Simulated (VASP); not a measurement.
# SrTiO3 (Pm-3m) in VASP: notebook

SrTiO3 is run at these levels: PBEsol; tasks: electric field gradients, vibrations by perturbation theory.

Everything below comes from runs of VASP 6.6.1. Logs are shortened: lines on timing, memory, paths and dates and some standing lists are left out, and cuts for length are marked.

## 1. The cell of the first run

The structure is cubic, space group Pm-3m (No. 221). The conventional cell has a = 3.891 Å, b = 3.891 Å, c = 3.891 Å, α = 90.00°, β = 90.00°, γ = 90.00°. Sr (site symmetry m-3m) has 12 O at 2.75 Å and 8 Ti at 3.37 Å within 3.6 Å. Ti (site symmetry m-3m) has 6 O at 1.95 Å within 2.6 Å. Within 2.6 Å of O (site symmetry 4/mmm) lie 2 Ti at 1.95 Å.

## 2. Electric field gradients, PBEsol

INCAR

```
  ALGO = Normal
  EDIFF = 1E-8
  ENCUT = 520
  GGA = PS
  ISIF = 2
  ISMEAR = 0
  LASPH = True
  LCHARG = False
  LEFG = True
  LREAL = False
  LWAVE = False
  NBANDS = 28
  NELM = 60
  PREC = Accurate
  SIGMA = 0.01
```

KPOINTS

```
k-points
0
Gamma
  8 8 8
```

POSCAR

```
SrTiO3
1.0
    3.8911204492      0.0000000000      0.0000000000
    0.0000000000      3.8911204492      0.0000000000
    0.0000000000      0.0000000000      3.8911204492
Sr Ti O
1 1 3
Direct
    0.5000000000      0.5000000000      0.5000000000
    0.0000000000      0.0000000000      0.0000000000
    0.5000000000      0.0000000000      0.0000000000
    0.0000000000      0.5000000000      0.0000000000
    0.0000000000      0.0000000000      0.5000000000
```

Potentials or basis: VASP PAW PBE potentials, release 64 (Sr_sv, Ti_sv, O).

Run with:

```console
$ cat potpaw_PBE.64/Sr_sv/POTCAR potpaw_PBE.64/Ti_sv/POTCAR potpaw_PBE.64/O/POTCAR > POTCAR
$ mpirun -np 1 vasp_std > vasp.out
```

OUTCAR:

```text
EDIFF = 1E-8
   ENCUT = 520
   GGA = PS
   ISIF = 2
   ISMEAR = 0
   LASPH = True
   LREAL = False
   NELM = 60
   PREC = Accurate

 ion  position               nearest neighbor table
   1  0.500  0.500  0.500-   3 2.75   4 2.75   5 2.75   3 2.75   4 2.75   3 2.75   5 2.75   3 2.75
                             4 2.75   5 2.75   4 2.75   5 2.75   2 3.37   2 3.37   2 3.37   2 3.37
   2  0.000  0.000  0.000-   3 1.95   4 1.95   5 1.95   5 1.95   4 1.95   3 1.95   1 3.37   1 3.37
                             1 3.37   1 3.37   1 3.37   1 3.37   1 3.37   1 3.37
   3  0.500  0.000  0.000-   2 1.95   2 1.95   1 2.75   1 2.75   1 2.75   1 2.75
   4  0.000  0.500  0.000-   2 1.95   2 1.95   1 2.75   1 2.75   1 2.75   1 2.75
   5  0.000  0.000  0.500-   2 1.95   2 1.95   1 2.75   1 2.75   1 2.75   1 2.75

  LATTYP: Found a simple cubic cell.
 ALAT       =     3.8911204492

  Lattice vectors:

 A1 = (   3.8911204492,   0.0000000000,   0.0000000000)
 A2 = (   0.0000000000,   3.8911204492,   0.0000000000)
 A3 = (   0.0000000000,   0.0000000000,   3.8911204492)

Analysis of symmetry for initial positions (statically):
=====================================================================
 Subroutine PRICEL returns:
 Original cell was already a primitive cell.

 Routine SETGRP: Setting up the symmetry group for a
 simple cubic supercell.

 Subroutine GETGRP returns: Found 48 space group operations
 (whereof 48 operations were pure point group operations)
 out of a pool of 48 trial point group operations.

The static configuration has the point symmetry O_h .

Analysis of symmetry for dynamics (positions and initial velocities):
=====================================================================
 Subroutine PRICEL returns:
 Original cell was already a primitive cell.

 Routine SETGRP: Setting up the symmetry group for a
 simple cubic supercell.

 Subroutine GETGRP returns: Found 48 space group operations
 (whereof 48 operations were pure point group operations)
 out of a pool of 48 trial point group operations.

The dynamic configuration has the point symmetry O_h .

 Subroutine INISYM returns: Found 48 space group operations
 (whereof 48 operations are pure point group operations),
 and found     1 'primitive' translations

----------------------------------------------------------------------------------------

                                     Primitive cell

  volume of cell :      58.9147

  direct lattice vectors                    reciprocal lattice vectors
     3.891120449  0.000000000  0.000000000     0.256995386  0.000000000  0.000000000
     0.000000000  3.891120449  0.000000000     0.000000000  0.256995386  0.000000000
     0.000000000  0.000000000  3.891120449     0.000000000  0.000000000  0.256995386

  length of vectors
     3.891120449  3.891120449  3.891120449     0.256995386  0.256995386  0.256995386

  position of ions in fractional coordinates (direct lattice)
     0.500000000  0.500000000  0.500000000
     0.000000000  0.000000000  0.000000000
     0.500000000  0.000000000  0.000000000
     0.000000000  0.500000000  0.000000000
     0.000000000  0.000000000  0.500000000

  ion indices of the primitive-cell ions
   primitive index   ion index
                 1           1
                 2           2
                 3           3
                 4           4
                 5           5

----------------------------------------------------------------------------------------

 KPOINTS: k-points

Automatic generation of k-mesh.
 Grid dimensions read from file:
 generate k-points for:    8    8    8

 Generating k-lattice:

  Cartesian coordinates                     Fractional coordinates (reciprocal lattice)
[... 51 lines left out ...]
   PREC   = accura    normal or accurate (medium, high low for compatibility)
   ISTART =      0    job   : 0-new  1-cont  2-samecut
   ICHARG =      2    charge: 1-file 2-atom 10-const
   ISPIN  =      1    spin polarized calculation?
   LNONCOLLINEAR =      F non collinear calculations
   LSORBIT =      F    spin-orbit coupling
   LASPH  =      T    aspherical Exc in radial PAW
   ENCUT  =  520.0 eV  38.22 Ry    6.18 a.u.   7.23  7.23  7.23*2*pi/ulx,y,z
   NELM   =     60;   NELMIN=  2; NELMDL= -5     # of ELM steps
   EDIFF  = 0.1E-07   stopping-criterion for ELM
   LREAL  =      F    real-space projection
   EDIFFG = 0.1E-06   stopping-criterion for IOM
   NSW    =      0    number of steps for IOM
   IBRION =     -1    ionic relax: 0-MD 1-quasi-New 2-CG
   NFREE  =      0    steps in history (QN), initial steepest desc. (CG)
   ISIF   =      2    stress and relaxation
   ISYM   =      2    0-nonsym 1-usesym 2-fastsym
   POTIM  = 0.5000    time-step for ionic-motion
   TEBEG  =    0.0;   TEEND  =   0.0 temperature during run
   PSTRESS=    0.0 pullay stress
   NELECT =      40.0000    total number of electrons
   NUPDOWN=      -1.0000    fix difference up-down
   EMIN   =  10.00;   EMAX   =-10.00  energy-range for DOS
   EFERMI =   0.00;   METHOD = LEGACY
   ISMEAR =     0;   SIGMA  =   0.01  broadening in eV -4-tet -1-fermi 0-gaus
   EFERMI_NEDOS =   21; number of points for ismear=-14 and -15
   IALGO  =     38    algorithm
   IMIX   =      4    mixing-type and parameters
     AMIX     =   0.40;   BMIX     =  1.00
     AMIX_MAG =   1.60;   BMIX_MAG =  1.00
  volume/ion in A,a.u.               =      11.78        79.52
  Fermi-wavevector in a.u.,A,eV,Ry     =   1.438865  2.719061 28.168597  2.070333
  Thomas-Fermi vector in A             =   2.557785
   LORBIT       =      0    0 simple, 1 ext, 2 COOP (PROOUT), +10 PAW based schemes
   GGA     = PS    functional components
   LHFCALC =     F    Hartree Fock is set to
   AEXX    =    0.0000 exact exchange contribution
   IVDW    =     0    specifies the selected vdW correction
   LEPSILON=     F    determine dielectric tensor
   LRPA    =     F    only Hartree local field effects (RPA)
 non-spin polarized calculation
 Gauss-broadening in eV      SIGMA  =   0.01
  energy-cutoff  :      520.00
  volume of cell :       58.91
 maximum number of plane-waves:      1622
 NGX is ok and might be reduce to    30
   NGX = 15   NGY = 15   NGZ = 15

 number of electron      40.0000013 magnetization

 Free energy of the ion-electron system (eV)
  ---------------------------------------------------
  ext. energy  EPLUGINS =         0.00000000
  ---------------------------------------------------
  free energy    TOTEN  =       -42.01575955 eV

  energy without entropy =      -42.01575955  energy(sigma->0) =      -42.01575955

 E-fermi :   4.2921     XC(G=0): -11.5968

 val. band max:        4.1137392542   @ k =   0.5000   0.5000   0.5000
 cond. band min:       5.9334812293   @ k =   0.0000   0.0000   0.0000
 fundamental gap:      1.8197419751
 Fermi energy:         4.2920552531

 k-point     1 :       0.0000    0.0000    0.0000
  band No.  band energies     occupation
      1     -52.0428      2.00000
      2     -28.4996      2.00000
      3     -28.4121      2.00000
      4     -28.4121      2.00000
      5     -28.4121      2.00000
      6     -13.2852      2.00000
[... 733 lines left out ...]
     27      12.3678      0.00000
     28      12.8760      0.00000

 [... further k-points ...]

------------------------ aborting loop because EDIFF is reached ----------------------------------------

  FORCE on cell =-STRESS in cart. coord.  units (eV):
  Direction    XX          YY          ZZ          XY          YZ          ZX
  --------------------------------------------------------------------------------------
  -------------------------------------------------------------------------------------
  Total        0.2485716      0.2485716      0.2485716     -0.0000000     -0.0000000      0.0000000
  in kB        6.7598655      6.7598655      6.7598655     -0.0000000     -0.0000000      0.0000000
  external PRESSURE =       6.7598655 kB  Pullay stress =       0.0000000 kB

 VOLUME and BASIS-vectors are now :
 -----------------------------------------------------------------------------
  energy-cutoff  :      520.00
  volume of cell :       58.91
      direct lattice vectors                 reciprocal lattice vectors
     3.891120449  0.000000000  0.000000000     0.256995386  0.000000000  0.000000000
     0.000000000  3.891120449  0.000000000     0.000000000  0.256995386  0.000000000
     0.000000000  0.000000000  3.891120449     0.000000000  0.000000000  0.256995386

 POSITION                                       TOTAL-FORCE (eV/Angst)
 -----------------------------------------------------------------------------------
      1.94556      1.94556      1.94556         0.000000      0.000000      0.000000
      0.00000      0.00000      0.00000         0.000000      0.000000      0.000000
      1.94556      0.00000      0.00000         0.000000      0.000000      0.000000
      0.00000      1.94556      0.00000         0.000000      0.000000      0.000000
      0.00000      0.00000      1.94556         0.000000      0.000000      0.000000
 -----------------------------------------------------------------------------------
    total drift:                                0.000000     -0.000000      0.000000

  FREE ENERGIE OF THE ION-ELECTRON SYSTEM (eV)
  ---------------------------------------------------
  free  energy   TOTEN  =       -42.0157595532 eV

  energy  without entropy=      -42.0157595532  energy(sigma->0) =      -42.01575955

 Electric field gradients (V/A^2)
---------------------------------------------------------------------
 ion       V_xx      V_yy      V_zz      V_xy      V_xz      V_yz
---------------------------------------------------------------------
   1       0.000    -0.000    -0.000    -0.000    -0.000     0.000
   2       0.000    -0.000     0.000     0.000     0.000     0.000
   3       8.285    -4.143    -4.143     0.000    -0.000     0.000
   4      -4.143     8.285    -4.143    -0.000     0.000     0.000
   5      -4.143    -4.143     8.285     0.000     0.000     0.000
---------------------------------------------------------------------

 Electric field gradients after diagonalization (V/A^2)
 (convention: |V_zz| > |V_xx| > |V_yy|)
----------------------------------------------------------------------
 ion       V_xx      V_yy      V_zz     asymmetry (V_yy - V_xx)/ V_zz
----------------------------------------------------------------------
   1       0.000    -0.000    -0.000       0.571
   2       0.000     0.000    -0.000       0.419
   3      -4.143    -4.143     8.285       0.000
   4      -4.143    -4.143     8.285       0.000
   5      -4.143    -4.143     8.285       0.000
----------------------------------------------------------------------

           NMR quadrupolar parameters

 Cq : quadrupolar parameter    Cq=e*Q*V_zz/h
 eta: asymmetry parameters     (V_yy - V_xx)/ V_zz
 Q  : nuclear electric quadrupole moment in mb (millibarn)
----------------------------------------------------------------------
 ion       Cq(MHz)       eta       Q (mb)
----------------------------------------------------------------------
   1      -0.000       0.571       1.000
   2      -0.000       0.419       1.000
   3       0.020       0.000       1.000
   4       0.020       0.000       1.000
   5       0.020       0.000       1.000
----------------------------------------------------------------------
```

It took 31 s on 1 thread of Intel Xeon 6975P-C (Granite Rapids), shared host; peak memory 0.2 GiB.

What came out:

| Quantity | Value |
| --- | --- |
| Free energy | -42.0158 eV |
| Pressure | 0.7 GPa |
| Band gap on the k mesh | 1.82 eV (least direct gap 2.17 eV) |
| Largest electric field gradient by atom | Sr +0.0; Ti +0.0; O +8.3 V/Å² |

Electric field gradients, principal values (V/Å²):
```
atom   least  middle  greatest (by size)
1 Sr   0.000   0.000               0.000
2 Ti   0.000   0.000               0.000
 3 O  -4.143  -4.143               8.285
 4 O  -4.143  -4.143               8.285
 5 O  -4.143  -4.143               8.285
```

Caveat: without QUAD_EFG the Cq values of the log hold for a quadrupole moment of 1 mb, not for the nuclei; the PAW data sets were made with another functional, which shifts forces and pressure a little.

## 3. Vibrations by perturbation theory, PBEsol

INCAR

```
SYSTEM = SrTiO3
PREC = Accurate
ENCUT = 520
EDIFF = 1E-8
ISMEAR = 0
SIGMA = 0.01
LREAL = .FALSE.
LASPH = .TRUE.
NELM = 100
ALGO = Normal
ISIF = 2
LWAVE = .FALSE.
LCHARG = .TRUE.
GGA = PS
IBRION = 8
NSW = 1
LEPSILON = .TRUE.
```

KPOINTS

```
Automatic mesh
0
G
  8 8 8
  0 0 0
```

POSCAR is that of step 2.

Potentials or basis: VASP PAW PBE potentials, release 64 (Sr_sv, Ti_sv, O).

Run with:

```console
$ cat potpaw_PBE.64/Sr_sv/POTCAR potpaw_PBE.64/Ti_sv/POTCAR potpaw_PBE.64/O/POTCAR > POTCAR
$ mpirun -np 1 vasp_std > vasp.out
```

OUTCAR:

```text
SYSTEM = SrTiO3
   PREC = Accurate
   ENCUT = 520
   EDIFF = 1E-8
   ISMEAR = 0
   LREAL = .FALSE.
   LASPH = .TRUE.
   NELM = 100
   ISIF = 2
   GGA = PS
   IBRION = 8
   NSW = 1
   LEPSILON = .TRUE.

 ion  position               nearest neighbor table
   1  0.500  0.500  0.500-   3 2.75   4 2.75   5 2.75   3 2.75   4 2.75   3 2.75   5 2.75   3 2.75
                             4 2.75   5 2.75   4 2.75   5 2.75   2 3.37   2 3.37   2 3.37   2 3.37
   2  0.000  0.000  0.000-   3 1.95   4 1.95   5 1.95   5 1.95   4 1.95   3 1.95   1 3.37   1 3.37
                             1 3.37   1 3.37   1 3.37   1 3.37   1 3.37   1 3.37
[... 1126 lines left out ...]
      1.945560  0.000000  0.000000     0.015316   -0.018390    0.520636
      0.000000  1.945560  0.000000     0.017402   -0.016186    0.520636
      0.000000  0.000000  1.945560     0.017402   -0.018390    0.458246

--------------------------------------------------------------------------------------------------------

 MACROSCOPIC STATIC DIELECTRIC TENSOR IONIC CONTRIBUTION
 ------------------------------------------------------
           5.306248    -0.000000    -0.000000
          -0.000000     5.306248     0.000000
          -0.000000     0.000000     5.306248
 ------------------------------------------------------

 ELASTIC MODULI CONTR FROM IONIC RELAXATION (kBar)
 Direction    XX          YY          ZZ          XY          YZ          ZX
 --------------------------------------------------------------------------------
 XX           0.0000      0.0000      0.0000      0.0000      0.0000      0.0000
 YY           0.0000      0.0000      0.0000      0.0000      0.0000      0.0000
 ZZ           0.0000      0.0000      0.0000      0.0000      0.0000      0.0000
 XY           0.0000      0.0000      0.0000      0.0000      0.0000      0.0000
 YZ           0.0000      0.0000      0.0000      0.0000      0.0000      0.0000
 ZX           0.0000      0.0000      0.0000      0.0000      0.0000      0.0000
 --------------------------------------------------------------------------------

 PIEZOELECTRIC TENSOR IONIC CONTR  for field in x, y, z        (C/m^2)
          XX          YY          ZZ          XY          YZ          ZX
  --------------------------------------------------------------------------------
  x     0.00000     0.00000     0.00000     0.00000     0.00000     0.00000
  y     0.00000     0.00000     0.00000     0.00000     0.00000     0.00000
  z     0.00000     0.00000     0.00000     0.00000     0.00000     0.00000
```

OSZICAR:

```text
N       E                     dE             d eps       ncg     rms          rms(c)
DAV:   1     0.434657825945E+03    0.43466E+03   -0.21309E+04  1680   0.180E+03
DAV:   2    -0.835114789313E+01   -0.44301E+03   -0.43404E+03  2032   0.487E+02
DAV:   3    -0.495534303444E+02   -0.41202E+02   -0.40606E+02  2072   0.145E+02
DAV:   4    -0.515648422223E+02   -0.20114E+01   -0.20106E+01  2720   0.290E+01
[... 581 lines left out ...]
RMM:  17    -0.367848793039E+00   -0.58662E-06    0.54649E-07 12626   0.973E-04    0.129E-03
RMM:  18    -0.367849382281E+00   -0.58924E-06    0.13361E-06 13963   0.898E-04    0.175E-03
RMM:  19    -0.367849607792E+00   -0.22551E-06    0.50188E-07 13882   0.660E-04    0.182E-03
RMM:  20    -0.367849593094E+00    0.14699E-07    0.68046E-07 14562   0.521E-04    0.186E-03
RMM:  21    -0.367849716452E+00   -0.12336E-06    0.69204E-07 13157   0.466E-04    0.174E-03
 Linear response finished
```

stdout:

```text
POSCAR found type information on POSCAR SrTiO
 POSCAR found :  3 types and       5 ions
 scaLAPACK will be used
 -----------------------------------------------------------------------------
|                                                                             |
|                                                                             |
|     You enforced a specific xc type in the INCAR file but a different       |
[... 47 lines left out ...]
 force on displaced ion       3 direction 1 : -12.057   0.000  -0.000
 Born effective charge ion    3 direction 1 :  -5.821   0.000   0.000
 Linear response progress:
 first order change of Fermi-energy   0.64483E+00
 force on displaced ion       3 direction 2 :   0.000  -3.950   0.000
 Born effective charge ion    3 direction 2 :   0.000  -2.042   0.000
 Born effective charges drift removed
 Linear response finished
```

Run time: 24 min. Hardware: 1 thread of Intel Xeon 6975P-C (Granite Rapids), shared host; peak memory 0.59 GiB.

Results:

| Property | Result |
| --- | --- |
| Electronic dielectric tensor (diagonal) | 6.36 |
| Born charges (mean of the diagonal) | Sr +2.55; Ti +7.35; O -3.30 e |
| Highest phonon frequency at Γ, LO-TO splitting left out | 538 cm⁻¹ |
| Most unstable mode | 48i cm⁻¹ |

Phonon frequencies in cm⁻¹ (negative: imaginary):
```tsv
q point	frequencies
(0.000, 0.000, 0.000)	-48 -48 -48 2 2 2 160 160 160 227 227 227 538 538 538
```

Electronic dielectric tensor:
```
6.36 0.00 0.00
0.00 6.36 0.00
0.00 0.00 6.36
```

Born effective charge tensors (e):
atom 1, Sr
```
2.55 0.00 0.00
0.00 2.55 0.00
0.00 0.00 2.55
```
atom 2, Ti
```
7.35 0.00 0.00
0.00 7.35 0.00
0.00 0.00 7.35
```
atom 3, O
```
-5.82  0.00  0.00
 0.00 -2.04  0.00
 0.00  0.00 -2.04
```
atom 4, O
```
-2.04  0.00  0.00
 0.00 -5.82  0.00
 0.00  0.00 -2.04
```
atom 5, O
```
-2.04  0.00  0.00
 0.00 -2.04  0.00
 0.00  0.00 -5.82
```

Caveat: some modes are imaginary; the PAW data sets were made with another functional, which shifts forces and pressure a little.
